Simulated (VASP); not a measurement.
# Cu (P-1) in VASP: further runs

The runs below take Cu through relaxation of cell and atoms, with PBE, PBEsol, RPBE, revPBE, BLYP.

Everything below comes from runs of VASP 6.6.1. Logs are shortened: lines on timing, memory, paths and dates and some standing lists are left out, and cuts for length are marked.

## 1. The cell of the first run

The typed cell holds 1 atom: a = 2.565 Å, b = 2.598 Å, c = 2.506 Å, α = 59.95°, β = 60.31°, γ = 59.68°.

## 2. Relaxation of cell and atoms, PBE

Contents of INCAR:

```
SYSTEM = Cu
  PREC = Accurate
  ENCUT = 600
  EDIFF = 1E-6
  ISMEAR = -1
  SIGMA = 0.05
  LREAL = .False.
  LASPH = .True.
  NELM = 100
  ALGO = Fast
  ISIF = 3
  LWAVE = .False.
  LCHARG = .False.
  GGA = PE
  IBRION = 2
  NSW = 60
  EDIFFG = -0.01
```

Contents of KPOINTS:

```
Automatic mesh
0
Gamma
  13 12 13
  0 0 0
```

Contents of POSCAR:

```
Cu
1.0
   -0.0044255800      1.7884307700      1.8385346600
    1.8229069400     -0.0174867600      1.8515958300
    1.7828182100      1.7614032200      0.0226019700
Cu
1
Direct
    0.0000000000      0.0000000000      0.0000000000
```

Potentials or basis: VASP PAW PBE potentials, release 64 (Cu).

The run is started by

```bash
> cat potpaw_PBE.64/Cu/POTCAR > POTCAR
> mpirun -np 1 vasp_std > vasp.out
```

OUTCAR:

```text
SYSTEM = Cu
   PREC = Accurate
   ENCUT = 600
   EDIFF = 1E-6
   ISMEAR = -1
   LREAL = .False.
   LASPH = .True.
   NELM = 100
   ISIF = 3
   GGA = PE
   IBRION = 2
   NSW = 60
   EDIFFG = -0.01

 ion  position               nearest neighbor table
   1  0.000  0.000  0.000-

  LATTYP: Found a triclinic cell.
 ALAT       =     2.5480546281
 B/A-ratio  =     1.0082882629
 C/A-ratio  =     0.9836094730
 COS(alpha) =     0.0119811773
 COS(beta)  =     0.4850611349
 COS(gamma) =     0.5027164128

  Lattice vectors:

 A1 = (  -1.7872437900,   0.0270275500,   1.8159326900)
 A2 = (  -1.8273325200,   1.8059175300,  -0.0130611700)
 A3 = (  -1.7828182100,  -1.7614032200,  -0.0226019700)

Analysis of symmetry for initial positions (statically):
=====================================================================
 Subroutine PRICEL returns:
 Original cell was already a primitive cell.

 Routine SETGRP: Setting up the symmetry group for a
 triclinic supercell.

 Subroutine GETGRP returns: Found  2 space group operations
 (whereof  2 operations were pure point group operations)
 out of a pool of  2 trial point group operations.

The static configuration has the point symmetry S_2 .

Analysis of symmetry for dynamics (positions and initial velocities):
=====================================================================
 Subroutine PRICEL returns:
 Original cell was already a primitive cell.

 Routine SETGRP: Setting up the symmetry group for a
 triclinic supercell.

 Subroutine GETGRP returns: Found  2 space group operations
 (whereof  2 operations were pure point group operations)
 out of a pool of  2 trial point group operations.

The dynamic configuration has the point symmetry S_2 .

 Subroutine INISYM returns: Found  2 space group operations
 (whereof  2 operations are pure point group operations),
 and found     1 'primitive' translations

----------------------------------------------------------------------------------------

                                     Primitive cell

  volume of cell :      11.8051

  direct lattice vectors                    reciprocal lattice vectors
    -0.004425580  1.788430770  1.838534660    -0.276304818  0.276140091  0.274631622
     1.822906940 -0.017486760  1.851595830     0.270898396 -0.277666181  0.270751286
     1.782818210  1.761403220  0.022601970     0.283233940  0.284595303 -0.276157710

  length of vectors
     2.564900369  2.598403859  2.506290670     0.477514638  0.473065226  0.487318204

  position of ions in fractional coordinates (direct lattice)
     0.000000000  0.000000000  0.000000000

  ion indices of the primitive-cell ions
   primitive index   ion index
                 1           1

----------------------------------------------------------------------------------------

 KPOINTS: Automatic mesh

Automatic generation of k-mesh.
 Grid dimensions read from file:
 generate k-points for:   13   12   13

 Generating k-lattice:

  Cartesian coordinates                     Fractional coordinates (reciprocal lattice)
    -0.021254217  0.021241545  0.021125509     0.076923077  0.000000000  0.000000000
     0.022574866 -0.023138848  0.022562607     0.000000000  0.083333333  0.000000000
     0.021787226  0.021891946 -0.021242901     0.000000000  0.000000000  0.076923077

  Length of vectors
     0.036731895  0.039422102  0.037486016

  Shift w.r.t. Gamma in fractional coordinates (k-lattice)
     0.000000000  0.000000000  0.000000000

 Subroutine IBZKPT returns following result:
 ===========================================

 Found   1015 irreducible k-points:

 Following reciprocal coordinates:
            Coordinates               Weight
  0.000000  0.000000  0.000000      1.000000
  0.076923 -0.000000  0.000000      2.000000
  0.153846 -0.000000  0.000000      2.000000
  0.230769 -0.000000  0.000000      2.000000
  0.307692 -0.000000  0.000000      2.000000
  0.384615  0.000000  0.000000      2.000000
[... 16 lines left out ...]
  0.153846  0.166667  0.000000      2.000000
  0.230769  0.166667  0.000000      2.000000
 [... further k-points ...]
   k-points           NKPTS =   1015   k-points in BZ     NKDIM =   1015   number of bands    NBANDS=      9
   number of dos      NEDOS =    301   number of ions     NIONS =      1
   total plane-waves  NPLWV =   9600
   dimension x,y,z NGX =    20 NGY =   24 NGZ =   20
   dimension x,y,z NGXF=    40 NGYF=   48 NGZF=   40
   ions per type =               1
   NGX,Y,Z   is equivalent  to a cutoff of  12.96, 15.36, 13.27 a.u.
   NGXF,Y,Z  is equivalent  to a cutoff of  25.93, 30.71, 26.53 a.u.
 SYSTEM =  Cu
   PREC   = accura    normal or accurate (medium, high low for compatibility)
   ISTART =      0    job   : 0-new  1-cont  2-samecut
   ICHARG =      2    charge: 1-file 2-atom 10-const
   ISPIN  =      1    spin polarized calculation?
   LNONCOLLINEAR =      F non collinear calculations
   LSORBIT =      F    spin-orbit coupling
   LASPH  =      T    aspherical Exc in radial PAW
   ENCUT  =  600.0 eV  44.10 Ry    6.64 a.u.   5.12  5.19  5.01*2*pi/ulx,y,z
   NELM   =    100;   NELMIN=  2; NELMDL= -5     # of ELM steps
   EDIFF  = 0.1E-05   stopping-criterion for ELM
   LREAL  =      F    real-space projection
   EDIFFG = -.1E-01   stopping-criterion for IOM
   NSW    =     60    number of steps for IOM
   IBRION =      2    ionic relax: 0-MD 1-quasi-New 2-CG
   NFREE  =      1    steps in history (QN), initial steepest desc. (CG)
   ISIF   =      3    stress and relaxation
   ISYM   =      2    0-nonsym 1-usesym 2-fastsym
   POTIM  = 0.5000    time-step for ionic-motion
   TEBEG  =    0.0;   TEEND  =   0.0 temperature during run
   PSTRESS=    0.0 pullay stress
   NELECT =      11.0000    total number of electrons
   NUPDOWN=      -1.0000    fix difference up-down
   EMIN   =  10.00;   EMAX   =-10.00  energy-range for DOS
   EFERMI =   0.00;   METHOD = LEGACY
   ISMEAR =    -1;   SIGMA  =   0.05  broadening in eV -4-tet -1-fermi 0-gaus
   EFERMI_NEDOS =   21; number of points for ismear=-14 and -15
   IALGO  =     68    algorithm
   IMIX   =      4    mixing-type and parameters
     AMIX     =   0.40;   BMIX     =  1.00
     AMIX_MAG =   1.60;   BMIX_MAG =  1.00
  volume/ion in A,a.u.               =      11.81        79.66
  Fermi-wavevector in a.u.,A,eV,Ry     =   1.599003  3.021678 34.787530  2.556811
  Thomas-Fermi vector in A             =   2.696364
   LORBIT       =      0    0 simple, 1 ext, 2 COOP (PROOUT), +10 PAW based schemes
   GGA     = PE    functional components
   LHFCALC =     F    Hartree Fock is set to
   AEXX    =    0.0000 exact exchange contribution
   IVDW    =     0    specifies the selected vdW correction
   LEPSILON=     F    determine dielectric tensor
   LRPA    =     F    only Hartree local field effects (RPA)
 conjugate gradient relaxation of ions
 non-spin polarized calculation
 RMM-DIIS sequential band-by-band and
  energy-cutoff  :      600.00
  volume of cell :       11.81
 maximum number of plane-waves:       406
   NGX = 11   NGY = 11   NGZ =  9

--------------------------------------- Ionic step        1  -------------------------------------------

 number of electron      11.0000004 magnetization

 Free energy of the ion-electron system (eV)
  ---------------------------------------------------
  ext. energy  EPLUGINS =         0.00000000
  ---------------------------------------------------
  free energy    TOTEN  =        -3.72813983 eV

  energy without entropy =       -3.72653981  energy(sigma->0) =       -3.72733982

------------------------ aborting loop because EDIFF is reached ----------------------------------------

  FORCE on cell =-STRESS in cart. coord.  units (eV):
  Direction    XX          YY          ZZ          XY          YZ          ZX
  --------------------------------------------------------------------------------------
  -------------------------------------------------------------------------------------
  Total        0.2384717      0.2628889      0.1310600      0.1583769     -0.0706768     -0.0703473
  in kB       32.3651985     35.6790893     17.7873663     21.4947998     -9.5922084     -9.5474789
  external PRESSURE =      28.6105514 kB  Pullay stress =       0.0000000 kB
[... 86 lines left out ...]
  FREE ENERGIE OF THE ION-ELECTRON SYSTEM (eV)
  ---------------------------------------------------
  free  energy   TOTEN  =        -3.7315866025 eV

  energy  without entropy=       -3.7300269342  energy(sigma->0) =       -3.73080677

[... ionic steps 4 to 38 ...]

--------------------------------------- Ionic step       39  -------------------------------------------

 number of electron      11.0000001 magnetization

------------------------ aborting loop because EDIFF is reached ----------------------------------------

  FORCE on cell =-STRESS in cart. coord.  units (eV):
  Direction    XX          YY          ZZ          XY          YZ          ZX
  --------------------------------------------------------------------------------------
  -------------------------------------------------------------------------------------
  Total       -0.0426996     -0.0370395     -0.0480832      0.0084537     -0.0029177     -0.0022110
  in kB       -5.6967678     -4.9416278     -6.4150276      1.1278538     -0.3892646     -0.2949803
  external PRESSURE =      -5.6844744 kB  Pullay stress =       0.0000000 kB
[... 55 lines left out ...]
  energy  without entropy=       -3.7313024886  energy(sigma->0) =       -3.73202636

--------------------------------------- Ionic step       41  -------------------------------------------

 number of electron      11.0000001 magnetization

 Free energy of the ion-electron system (eV)
  ---------------------------------------------------
  ext. energy  EPLUGINS =         0.00000000
  ---------------------------------------------------
  free energy    TOTEN  =        -3.73275138 eV

  energy without entropy =       -3.73130251  energy(sigma->0) =       -3.73202694

 E-fermi :   7.4112     XC(G=0): -12.6341

 val. band max:        7.4078171401   @ k =   0.2308   0.0000   0.4615
 cond. band min:       7.4348556151   @ k =   0.4615   0.2500   0.0000
 fundamental gap:      0.0270384750
 Fermi energy:         7.4111699669

 k-point     1 :       0.0000    0.0000    0.0000
  band No.  band energies     occupation
      1      -1.8406      2.00000
      2       4.3779      2.00000
      3       4.4194      2.00000
      4       4.4339      2.00000
      5       5.2007      2.00000
      6       5.2265      2.00000
      7      29.8365      0.00000
      8      32.0813      0.00000
      9      32.5050      0.00000
[... 265 lines left out ...]
 k-point    24 :       0.2308    0.1667    0.0000
  band No.  band energies     occupation
      1       0.0582      2.00000
      2       3.9302      2.00000
      3       4.7022      2.00000
      4       4.8375      2.00000
      5       4.9603      2.00000
      6       5.4046      2.00000
      7      24.1033      0.00000
      8      26.1552      0.00000
      9      27.5782      0.00000

 [... further k-points ...]
[... 5 lines left out ...]
  --------------------------------------------------------------------------------------
  -------------------------------------------------------------------------------------
  Total        0.0028536      0.0083904     -0.0023430      0.0077239     -0.0025567     -0.0021333
  in kB        0.3810323      1.1203378     -0.3128470      1.0313310     -0.3413887     -0.2848483
  external PRESSURE =       0.3961744 kB  Pullay stress =       0.0000000 kB
[... 16 lines left out ...]
  FREE ENERGIE OF THE ION-ELECTRON SYSTEM (eV)
  ---------------------------------------------------
  free  energy   TOTEN  =        -3.7327513779 eV

  energy  without entropy=       -3.7313025100  energy(sigma->0) =       -3.73202694

 reached required accuracy - stopping structural energy minimisation
```

Wall time 42 min (1 thread of Intel Xeon 8259CL, shared host); peak memory 0.39 GiB.

Results:

```
Free energy                           : -3.7328 eV
Relaxed volume                        : 12.00 Å³/atom
Relaxed cell                          : a = 2.562 Å, b = 2.585 Å, c = 2.559 Å, α = 60.07°, β = 60.10°, γ = 60.05°
Space group after relaxing (to 0.1 Å) : Fm-3m (No. 225)
Energy gained by relaxing             : 4.6 meV/atom
Ionic steps                           : 41
Pressure after relaxing               : 0.0 GPa
Band gap on the k mesh                : zero (an odd number of electrons rules out a gap without spin polarisation)
```

The path:
```tsv
step	energy change (eV)	largest force (eV/Å)	pressure (GPa)	volume (Å³)
1	0.0000	0.0000	2.86	11.81
3	-0.0034	0.0000	-0.40	12.06
5	-0.0034	0.0000	-0.89	12.08
7	-0.0043	0.0000	0.50	12.02
9	-0.0044	0.0000	-0.40	12.01
11	-0.0042	0.0000	-1.09	12.06
13	-0.0044	0.0000	0.63	12.02
15	-0.0044	0.0000	0.53	11.96
17	-0.0045	0.0000	0.17	11.98
19	-0.0046	0.0000	0.01	11.99
21	-0.0046	0.0000	-0.26	12.02
23	-0.0046	0.0000	-1.15	12.02
25	-0.0046	0.0000	0.34	12.01
27	-0.0046	0.0000	0.32	12.03
29	-0.0046	0.0000	0.19	12.03
31	-0.0046	0.0000	-0.42	12.03
33	-0.0046	0.0000	-0.81	12.02
35	-0.0046	0.0000	-0.23	12.01
37	-0.0046	0.0000	-0.36	12.01
39	-0.0046	0.0000	-0.57	12.01
41	-0.0046	0.0000	0.04	12.00
```

Final structure:
```xyz
1
Lattice="0.0016 1.8059 1.8166 1.8270 -0.0104 1.8285 1.8138 1.8049 0.0029" Properties=species:S:1:pos:R:3 pbc="T T T"
Cu    0.0000    0.0000    0.0000
```

Levels at points of the mesh, in eV from the Fermi level:
```csv
k point,band 4,band 5,band 6,band 7,band 8,band 9
"(0.00, 0.00, 0.00)",-2.98,-2.21,-2.18,22.43,24.67,25.09
"(0.00, 0.50, 0.00)",-1.66,-1.64,-1.06,3.52,21.08,21.94
```

PBE usually gives volumes a little too large and moduli too small. Zero-point motion and thermal expansion aren't in these numbers.

## 3. Relaxation of cell and atoms, PBEsol

Contents of INCAR:

```
SYSTEM = Cu
PREC = Accurate ; ENCUT = 600
EDIFF = 1E-6 ; ISMEAR = -1
SIGMA = 0.05 ; LREAL = .False.
LASPH = .True. ; NELM = 60
ALGO = Fast ; ISIF = 3
LWAVE = .False. ; LCHARG = .False.
GGA = PS ; IBRION = 2
NSW = 60 ; EDIFFG = -0.01
```

KPOINTS is that of step 2.

POSCAR is that of step 2.

Potentials or basis: VASP PAW PBE potentials, release 64 (Cu).

The run is started by

```bash
> cat potpaw_PBE.64/Cu/POTCAR > POTCAR
> mpirun -np 1 vasp_std > vasp.out
```

Run time: 35 min. Hardware: 1 thread of Intel Xeon 8259CL, shared host; peak memory 0.38 GiB.

It converged, with:

```
Free energy                           : -4.3139 eV
Relaxed volume                        : 11.36 Å³/atom
Relaxed cell                          : a = 2.516 Å, b = 2.533 Å, c = 2.519 Å, α = 60.04°, β = 59.96°, γ = 60.14°
Space group after relaxing (to 0.1 Å) : Fm-3m (No. 225)
Energy gained by relaxing             : 11.3 meV/atom
Ionic steps                           : 52
Pressure after relaxing               : 0.0 GPa
Band gap on the k mesh                : zero (an odd number of electrons rules out a gap without spin polarisation)
```

Stress tensor (GPa, compression positive):
```
-0.04 -0.01  0.02
-0.01 -0.14  0.00
 0.02  0.00  0.13
```

Step by step:
```csv
step,energy change (eV),largest force (eV/Å),pressure (GPa),volume (Å³)
1,0.0000,0.0000,-5.26,11.81
3,-0.0100,0.0000,0.33,11.32
5,-0.0105,0.0000,-1.75,11.47
7,-0.0107,0.0000,-0.80,11.42
9,-0.0112,0.0000,-0.06,11.38
11,-0.0113,0.0000,-5.41,11.36
13,-0.0112,0.0000,-1.55,11.35
15,-0.0112,0.0000,0.40,11.35
17,-0.0112,0.0000,-0.04,11.35
19,-0.0112,0.0000,0.10,11.35
21,-0.0112,0.0000,0.20,11.35
23,-0.0112,0.0000,0.21,11.35
25,-0.0112,0.0000,0.22,11.35
27,-0.0112,0.0000,0.22,11.35
29,-0.0112,0.0000,0.22,11.35
31,-0.0112,0.0000,0.22,11.35
33,-0.0112,0.0000,-0.23,11.35
35,-0.0112,0.0000,-0.09,11.35
37,-0.0113,0.0000,0.32,11.36
39,-0.0113,0.0000,-0.43,11.37
41,-0.0113,0.0000,-0.51,11.36
43,-0.0113,0.0000,0.63,11.36
45,-0.0113,0.0000,-0.31,11.36
47,-0.0113,0.0000,0.28,11.36
49,-0.0113,0.0000,0.38,11.36
51,-0.0113,0.0000,0.07,11.36
52,-0.0113,0.0000,-0.02,11.36
```

Final structure:
```
Cu
1.0
     0.00214    1.77867    1.77898
     1.79309   -0.00815    1.78912
     1.78302    1.77899    0.00205
Cu
1
Direct
  0.00000 0.00000 0.00000
```

Levels at points of the mesh, in eV from the Fermi level:
```tsv
k point	band 2	band 3	band 4	band 5	band 6	band 7	band 8	band 9
(0.00, 0.00, 0.00)	-3.19	-3.16	-3.15	-2.29	-2.27	22.86	25.54	25.90
(0.00, 0.50, 0.00)	-3.20	-3.19	-1.69	-1.68	-1.24	3.81	21.46	22.75
```

Caveat: the PAW data sets were made with another functional, which shifts forces and pressure a little.

## 4. Relaxation of cell and atoms, RPBE

Contents of INCAR:

```
SYSTEM = Cu
  ALGO = Fast
  EDIFF = 1E-7
  EDIFFG = -0.01
  ENCUT = 600
  GGA = RP
  IBRION = 2
  ISIF = 3
  ISMEAR = -1
  LASPH = .True.
  LCHARG = .False.
  LREAL = .False.
  LWAVE = .False.
  NELM = 100
  NSW = 60
  PREC = Accurate
  SIGMA = 0.05
```

Contents of KPOINTS:

```
k-points
0
Gamma
  13 12 13
  0 0 0
```

POSCAR is that of step 3.

The run is started by

```bash
> cat potpaw_PBE.64/Cu/POTCAR > POTCAR
> mpirun -np 1 vasp_std > vasp.out
```

Wall time 26 min (1 thread of Intel Xeon 8259CL, shared host); peak memory 0.34 GiB.

The run converged. Its results:

- Free energy: -3.2600 eV
- Relaxed volume: 12.44 Å³/atom
- Relaxed cell: a = 2.591 Å, b = 2.617 Å, c = 2.591 Å, α = 60.07°, β = 60.11°, γ = 60.01°
- Space group after relaxing (to 0.1 Å): Fm-3m (No. 225)
- Energy gained by relaxing: 17.3 meV/atom
- Ionic steps: 19
- Pressure after relaxing: 0.0 GPa
- Band gap on the k mesh: zero (an odd number of electrons rules out a gap without spin polarisation)

Stress tensor (GPa, compression positive):
```
 0.03 -0.03  0.01
-0.03  0.11  0.01
 0.01  0.01 -0.04
```

Step by step:
```csv
step,energy change (eV),largest force (eV/Å),pressure (GPa),volume (Å³)
1,0.0000,0.0000,8.06,11.81
2,-0.0122,0.0000,-3.54,12.85
3,-0.0163,0.0000,-0.14,12.46
4,-0.0163,0.0000,-0.26,12.48
5,-0.0169,0.0000,-0.21,12.46
6,-0.0171,0.0000,-0.05,12.44
7,-0.0171,0.0000,-0.13,12.44
8,-0.0172,0.0000,0.35,12.42
9,-0.0172,0.0000,0.62,12.41
10,-0.0172,0.0000,0.24,12.41
11,-0.0172,0.0000,0.04,12.42
12,-0.0173,0.0000,-0.21,12.42
13,-0.0173,0.0000,0.51,12.42
14,-0.0173,0.0000,0.16,12.42
15,-0.0173,0.0000,0.23,12.42
16,-0.0173,0.0000,0.11,12.43
17,-0.0173,0.0000,0.09,12.44
18,-0.0173,0.0000,0.06,12.44
19,-0.0173,0.0000,0.03,12.44
```

Final structure:
```xyz
1
Lattice="0.0025 1.8264 1.8384 1.8493 -0.0103 1.8511 1.8369 1.8270 0.0023" Properties=species:S:1:pos:R:3 pbc="T T T"
Cu    0.0000    0.0000    0.0000
```

Levels at points of the mesh, in eV from the Fermi level:
```tsv
k point	band 4	band 5	band 6	band 7	band 8	band 9
(0.00, 0.00, 0.00)	-2.87	-2.15	-2.12	22.07	24.16	24.57
(0.00, 0.50, 0.00)	-1.62	-1.61	-0.96	3.38	20.73	21.45
```

Caveat: the PAW data sets were made with another functional, which shifts forces and pressure a little. RPBE and its kin give volumes clearly too large for solids.

(Part 1 of 2 ends here.)

The gap in the log of VASP goes by the Fermi energy; the results here count the filled bands.